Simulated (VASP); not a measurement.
# TiB2 (P6/mmm) in VASP: settings compared

Aim: see how the results for TiB2 move with the level of theory and the settings. Levels: PBE+D3(BJ), LDA, PBE+D4. Tasks: single point, relaxation of cell and atoms.

Program: VASP 6.6.1. These are calculated values, not measurements. Logs are shortened: lines on timing, memory, paths and dates and some standing lists are left out, and cuts for length are marked.

## (1) The cell of the first run

It takes space group P6/mmm (No. 191, hexagonal). The conventional cell has a = 3.004 Å, b = 3.004 Å, c = 3.181 Å, α = 90.00°, β = 90.00°, γ = 120.00°. Ti (site symmetry 6/mmm) has 12 B at 2.35 Å and 8 Ti at 3.00 to 3.18 Å within 3.2 Å. Within 2.4 Å of B (site symmetry -6m2) lie 3 B at 1.73 Å and 6 Ti at 2.35 Å.

## (2) Single point, PBE+D3(BJ)

The input, INCAR:

```
PREC = Accurate
ENCUT = 500
EDIFF = 1E-6
ISMEAR = -1
SIGMA = 0.1
LREAL = False
LASPH = True
NELM = 120
ALGO = Normal
ISIF = 2
LWAVE = False
LCHARG = False
GGA = PE
IVDW = 12
NBANDS = 16
GGA_COMPAT = False
```

The input, KPOINTS:

```
Automatic mesh
0
Gamma
  11 11 9
```

The input, POSCAR:

```
TiB2
1.0
    3.0041330825      0.0000000000      0.0000000000
   -1.5020665413      2.6016555658      0.0000000000
    0.0000000000      0.0000000000      3.1812053121
Ti B
1 2
Direct
    0.0000000000      0.0000000000      0.0000000000
    0.3333333333      0.6666666667      0.5000000000
    0.6666666667      0.3333333333      0.5000000000
```

Potentials or basis: VASP PAW PBE potentials, release 64 (Ti_sv, B).

Started as:

```bash
$ cat potpaw_PBE.64/Ti_sv/POTCAR potpaw_PBE.64/B/POTCAR > POTCAR
$ mpirun -np 1 vasp_std > vasp.out
```

OUTCAR:

```text
PREC = Accurate
   ENCUT = 500
   EDIFF = 1E-6
   ISMEAR = -1
   LREAL = False
   LASPH = True
   NELM = 120
   ISIF = 2
   GGA = PE
   IVDW = 12
 IVDW          = 12

 ion  position               nearest neighbor table
   1  0.000  0.000  0.000-   2 2.35   3 2.35   2 2.35   3 2.35   3 2.35   3 2.35   2 2.35   2 2.35
                             3 2.35   3 2.35   2 2.35   2 2.35
   2  0.333  0.667  0.500-   3 1.73   3 1.73   3 1.73   1 2.35   1 2.35   1 2.35   1 2.35   1 2.35
                             1 2.35
   3  0.667  0.333  0.500-   2 1.73   2 1.73   2 1.73   1 2.35   1 2.35   1 2.35   1 2.35   1 2.35
                             1 2.35

  LATTYP: Found a hexagonal cell.
 ALAT       =     3.0041330825
 C/A-ratio  =     1.0589428713

  Lattice vectors:

 A1 = (   3.0041330825,   0.0000000000,   0.0000000000)
 A2 = (  -1.5020665413,   2.6016555658,   0.0000000000)
 A3 = (   0.0000000000,   0.0000000000,   3.1812053121)

Analysis of symmetry for initial positions (statically):
=====================================================================
 Subroutine PRICEL returns:
 Original cell was already a primitive cell.

 Routine SETGRP: Setting up the symmetry group for a
 hexagonal supercell.

 Subroutine GETGRP returns: Found 24 space group operations
 (whereof 24 operations were pure point group operations)
 out of a pool of 24 trial point group operations.

The static configuration has the point symmetry D_6h.

Analysis of symmetry for dynamics (positions and initial velocities):
=====================================================================
 Subroutine PRICEL returns:
 Original cell was already a primitive cell.

 Routine SETGRP: Setting up the symmetry group for a
 hexagonal supercell.

 Subroutine GETGRP returns: Found 24 space group operations
 (whereof 24 operations were pure point group operations)
 out of a pool of 24 trial point group operations.

The dynamic configuration has the point symmetry D_6h.

 Subroutine INISYM returns: Found 24 space group operations
 (whereof 24 operations are pure point group operations),
 and found     1 'primitive' translations

----------------------------------------------------------------------------------------

                                     Primitive cell

  volume of cell :      24.8634

  direct lattice vectors                    reciprocal lattice vectors
     3.004133083  0.000000000  0.000000000     0.332874734  0.192185317  0.000000000
[... 81 lines left out ...]
   ICHARG =      2    charge: 1-file 2-atom 10-const
   ISPIN  =      1    spin polarized calculation?
   LNONCOLLINEAR =      F non collinear calculations
   LSORBIT =      F    spin-orbit coupling
   LASPH  =      T    aspherical Exc in radial PAW
   ENCUT  =  500.0 eV  36.75 Ry    6.06 a.u.   5.48  5.48  5.80*2*pi/ulx,y,z
   NELM   =    120;   NELMIN=  2; NELMDL= -5     # of ELM steps
   EDIFF  = 0.1E-05   stopping-criterion for ELM
   LREAL  =      F    real-space projection
[... 7 lines left out ...]
   TEBEG  =    0.0;   TEEND  =   0.0 temperature during run
   PSTRESS=    0.0 pullay stress
   NELECT =      18.0000    total number of electrons
   NUPDOWN=      -1.0000    fix difference up-down
   EMIN   =  10.00;   EMAX   =-10.00  energy-range for DOS
   EFERMI =   0.00;   METHOD = LEGACY
   ISMEAR =    -1;   SIGMA  =   0.10  broadening in eV -4-tet -1-fermi 0-gaus
   EFERMI_NEDOS =   21; number of points for ismear=-14 and -15
   IALGO  =     38    algorithm
   IMIX   =      4    mixing-type and parameters
     AMIX     =   0.40;   BMIX     =  1.00
     AMIX_MAG =   1.60;   BMIX_MAG =  1.00
  volume/ion in A,a.u.               =       8.29        55.93
  Fermi-wavevector in a.u.,A,eV,Ry     =   1.469982  2.777864 29.400122  2.160848
  Thomas-Fermi vector in A             =   2.585294
   LORBIT       =      0    0 simple, 1 ext, 2 COOP (PROOUT), +10 PAW based schemes
   GGA     = PE    functional components
   LHFCALC =     F    Hartree Fock is set to
   AEXX    =    0.0000 exact exchange contribution
   IVDW    =    12    specifies the selected vdW correction
   LEPSILON=     F    determine dielectric tensor
   LRPA    =     F    only Hartree local field effects (RPA)
 non-spin polarized calculation
  energy-cutoff  :      500.00
  volume of cell :       24.86
 maximum number of plane-waves:       648
 NGX is ok and might be reduce to    24
   NGX = 11   NGY = 11   NGZ = 11

 number of electron      17.9999998 magnetization

 Free energy of the ion-electron system (eV)
  ---------------------------------------------------
  ext. energy  EPLUGINS =         0.00000000
  ---------------------------------------------------
  free energy    TOTEN  =       -24.41225937 eV

  energy without entropy =      -24.40058977  energy(sigma->0) =      -24.40642457

 E-fermi :  10.3148     XC(G=0): -12.9217

 val. band max:       10.3094050972   @ k =   0.1818   0.1818   0.1111
 cond. band min:      10.3244466445   @ k =   0.0909   0.0000   0.3333
 fundamental gap:      0.0150415473
 Fermi energy:        10.3148421700

 k-point     1 :       0.0000    0.0000    0.0000
  band No.  band energies     occupation
      1     -46.5258      2.00000
      2     -22.8783      2.00000
      3     -22.5545      2.00000
      4     -22.5545      2.00000
      5      -3.3251      2.00000
      6       7.6349      2.00000
[... 433 lines left out ...]
      3     -22.7568      2.00000
      4     -22.6083      2.00000
      5      -2.0878      2.00000
      6       5.3443      2.00000
[... 8 lines left out ...]
     15      18.4784      0.00000
     16      19.5789      0.00000

 [... further k-points ...]

------------------------ aborting loop because EDIFF is reached ----------------------------------------

 Edisp (eV)   -1.29864

 E8    (eV) :    -0.5379

  FORCE on cell =-STRESS in cart. coord.  units (eV):
  Direction    XX          YY          ZZ          XY          YZ          ZX
  --------------------------------------------------------------------------------------
  -------------------------------------------------------------------------------------
  Total       0.03142     0.03142     0.03935    -0.00000     0.00000    -0.00000
  in kB       2.02495     2.02495     2.53572    -0.00000     0.00000    -0.00000
  external pressure =        2.20 kB  Pullay stress =        0.00 kB

 VOLUME and BASIS-vectors are now :
 -----------------------------------------------------------------------------
  energy-cutoff  :      500.00
  volume of cell :       24.86
      direct lattice vectors                 reciprocal lattice vectors
     3.004133083  0.000000000  0.000000000     0.332874734  0.192185317  0.000000000
    -1.502066541  2.601655566  0.000000000     0.000000000  0.384370634  0.000000000
     0.000000000  0.000000000  3.181205312     0.000000000  0.000000000  0.314346262

 POSITION                                       TOTAL-FORCE (eV/Angst)
 -----------------------------------------------------------------------------------
      0.00000      0.00000      0.00000         0.000000     -0.000000      0.000000
     -0.00000      1.73444      1.59060         0.000000      0.000000      0.000000
      1.50207      0.86722      1.59060        -0.000000      0.000000      0.000000
 -----------------------------------------------------------------------------------
    total drift:                               -0.000000      0.000000      0.000000

  FREE ENERGIE OF THE ION-ELECTRON SYSTEM (eV)
  ---------------------------------------------------
  free  energy   TOTEN  =       -25.7109039641 eV

  energy  without entropy=      -25.6992343656  energy(sigma->0) =      -25.70506916
```

Wall time 16 s (1 thread of AMD EPYC 9R45 (Zen 5), shared host); peak memory 0.14 GiB.

What came out:

```
Free energy                : -25.7109 eV
Pressure                   : 0.2 GPa
Band gap on the k mesh     : zero (bands 9 and 10 overlap by 0.48 eV)
Dispersion energy per atom : -0.433 eV
```

Levels at points of the mesh, in eV from the Fermi level:
| k point | band 6 | band 7 | band 8 | band 9 | band 10 | band 11 | band 12 | band 13 |
| --- | --- | --- | --- | --- | --- | --- | --- | --- |
| (0.00, 0.00, 0.00) | -2.68 | -2.68 | -2.23 | -2.14 | 2.02 | 2.02 | 3.87 | 3.87 |

## (3) Single point, LDA

This run uses another cell than the first one, of 8.18 Å³/atom.

The input, INCAR:

```
SYSTEM = TiB2
PREC     = Accurate       ! precision mode
ENCUT    = 500            ! plane-wave cutoff, eV
EDIFF    = 1E-6           ! SCF threshold, eV
ISMEAR   = -1             ! smearing method
SIGMA    = 0.1            ! smearing width, eV
LREAL    = .FALSE.        ! projectors in reciprocal space
LASPH    = .TRUE.         ! aspherical terms in the spheres
NELM     = 120            ! most SCF steps
ALGO     = Normal         ! electronic algorithm
ISIF     = 2              ! what is computed and relaxed
LWAVE    = .FALSE.        ! write WAVECAR
LCHARG   = .TRUE.         ! write CHGCAR
LELF     = .TRUE.         ! ELF
LVHAR    = .TRUE.       
NBANDS   = 16             ! bands
GGA_COMPAT= .FALSE.
```

The input, KPOINTS:

```
Automatic mesh
0
G
  11 11 9
  0 0 0
```

The input, POSCAR:

```
TiB2
1.0
    2.9940375990      0.0000000000      0.0000000000
   -1.4970187995      2.5929126207      0.0000000000
    0.0000000000      0.0000000000      3.1596243723
Ti B
1 2
Direct
    0.0000000000      0.0000000000      0.0000000000
    0.3333333333      0.6666666667      0.5000000000
    0.6666666667      0.3333333333      0.5000000000
```

Potentials or basis: VASP PAW LDA potentials, release 64 (Ti_sv, B).

Started as:

```bash
$ cat potpaw_LDA.64/Ti_sv/POTCAR potpaw_LDA.64/B/POTCAR > POTCAR
$ mpirun -np 1 vasp_std > vasp.out
```

OUTCAR:

```text
SYSTEM = TiB2
   PREC = Accurate
   ENCUT = 500
   EDIFF = 1E-6
   ISMEAR = -1
   LREAL = .FALSE.
   LASPH = .TRUE.
   NELM = 120
   ISIF = 2

 ion  position               nearest neighbor table
   1  0.000  0.000  0.000-   2 2.34   3 2.34   2 2.34   3 2.34   3 2.34   3 2.34   2 2.34   2 2.34
                             3 2.34   3 2.34   2 2.34   2 2.34
   2  0.333  0.667  0.500-   3 1.73   3 1.73   3 1.73   1 2.34   1 2.34   1 2.34   1 2.34   1 2.34
                             1 2.34
   3  0.667  0.333  0.500-   2 1.73   2 1.73   2 1.73   1 2.34   1 2.34   1 2.34   1 2.34   1 2.34
                             1 2.34

  LATTYP: Found a hexagonal cell.
 ALAT       =     2.9940375990
 C/A-ratio  =     1.0553055090

  Lattice vectors:

 A1 = (   2.9940375990,   0.0000000000,   0.0000000000)
 A2 = (  -1.4970187995,   2.5929126207,   0.0000000000)
 A3 = (   0.0000000000,   0.0000000000,   3.1596243723)

Analysis of symmetry for initial positions (statically):
=====================================================================
 Subroutine PRICEL returns:
 Original cell was already a primitive cell.

 Routine SETGRP: Setting up the symmetry group for a
 hexagonal supercell.

 Subroutine GETGRP returns: Found 24 space group operations
[... 171 lines left out ...]
 fundamental gap:      0.1714585331
 Fermi energy:        10.3898313769

 k-point     1 :       0.0000    0.0000    0.0000
  band No.  band energies     occupation
      1     -45.6946      2.00000
      2     -22.4386      2.00000
      3     -22.1000      2.00000
      4     -22.1000      2.00000
      5      -3.0926      2.00000
      6       7.6762      2.00000
[... 433 lines left out ...]
      3     -22.3180      2.00000
      4     -22.1578      2.00000
      5      -1.8501      2.00000
      6       5.4607      2.00000
[... 8 lines left out ...]
     15      18.7451      0.00000
     16      19.8266      0.00000

 [... further k-points ...]

------------------------ aborting loop because EDIFF is reached ----------------------------------------

  FORCE on cell =-STRESS in cart. coord.  units (eV):
  Direction    XX          YY          ZZ          XY          YZ          ZX
  --------------------------------------------------------------------------------------
  -------------------------------------------------------------------------------------
  Total        0.0977657      0.0977657      0.0965199      0.0000000      0.0000000      0.0000000
  in kB        6.3858147      6.3858147      6.3044444      0.0000000      0.0000000      0.0000000
  external PRESSURE =       6.3586912 kB  Pullay stress =       0.0000000 kB

 VOLUME and BASIS-vectors are now :
 -----------------------------------------------------------------------------
  energy-cutoff  :      500.00
  volume of cell :       24.53
      direct lattice vectors                 reciprocal lattice vectors
     2.994037599  0.000000000  0.000000000     0.333997142  0.192833340  0.000000000
    -1.497018799  2.592912621  0.000000000     0.000000000  0.385666679  0.000000000
     0.000000000  0.000000000  3.159624372     0.000000000  0.000000000  0.316493318

 POSITION                                       TOTAL-FORCE (eV/Angst)
 -----------------------------------------------------------------------------------
      0.00000      0.00000      0.00000         0.000000      0.000000      0.000000
     -0.00000      1.72861      1.57981        -0.000000      0.000000     -0.000000
      1.49702      0.86430      1.57981         0.000000      0.000000      0.000000
 -----------------------------------------------------------------------------------
    total drift:                               -0.000000      0.000000      0.000000

  FREE ENERGIE OF THE ION-ELECTRON SYSTEM (eV)
  ---------------------------------------------------
  free  energy   TOTEN  =       -26.9260417852 eV

  energy  without entropy=      -26.9145310141  energy(sigma->0) =      -26.92028640
```

OSZICAR:

```text
N       E                     dE             d eps       ncg     rms          rms(c)
DAV:   1     0.117160592602E+03    0.11716E+03   -0.87940E+03  2560   0.126E+03
DAV:   2    -0.252883104378E+02   -0.14245E+03   -0.13711E+03  2832   0.337E+02
DAV:   3    -0.320668406056E+02   -0.67785E+01   -0.67160E+01  3616   0.718E+01
DAV:   4    -0.322234621826E+02   -0.15662E+00   -0.15654E+00  3264   0.953E+00
DAV:   5    -0.322270357932E+02   -0.35736E-02   -0.35735E-02  3584   0.120E+00    0.173E+01
DAV:   6    -0.269465154968E+02    0.52805E+01   -0.20520E+01  3712   0.498E+01    0.380E+00
DAV:   7    -0.269283125795E+02    0.18203E-01   -0.10928E+00  2744   0.121E+01    0.353E+00
DAV:   8    -0.269264933510E+02    0.18192E-02   -0.75576E-02  4160   0.229E+00    0.899E-01
DAV:   9    -0.269265380666E+02   -0.44716E-04   -0.29516E-02  3232   0.230E+00    0.274E-01
DAV:  10    -0.269260509137E+02    0.48715E-03   -0.30097E-03  3496   0.668E-01    0.595E-02
DAV:  11    -0.269260556490E+02   -0.47352E-05   -0.36446E-04  3320   0.198E-01    0.780E-02
DAV:  12    -0.269260424307E+02    0.13218E-04   -0.90123E-05  3216   0.118E-01    0.703E-03
DAV:  13    -0.269260417852E+02    0.64546E-06   -0.39830E-06  2984   0.209E-02
   1 F= -.26926042E+02 E0= -.26920286E+02  d E =-.115108E-01
```

It took 16 s on 1 thread of AMD EPYC 9R45 (Zen 5), shared host; peak memory 0.12 GiB.

What came out:

```
Free energy            : -26.9260 eV
Pressure               : 0.6 GPa
Band gap on the k mesh : zero (bands 9 and 10 overlap by 0.51 eV)
```

Levels at points of the mesh, in eV from the Fermi level:
```tsv
k point	band 6	band 7	band 8	band 9	band 10	band 11	band 12	band 13
(0.00, 0.00, 0.00)	-2.71	-2.71	-2.16	-2.12	2.05	2.05	3.95	3.95
```

(Continued in part 2 of 2.)
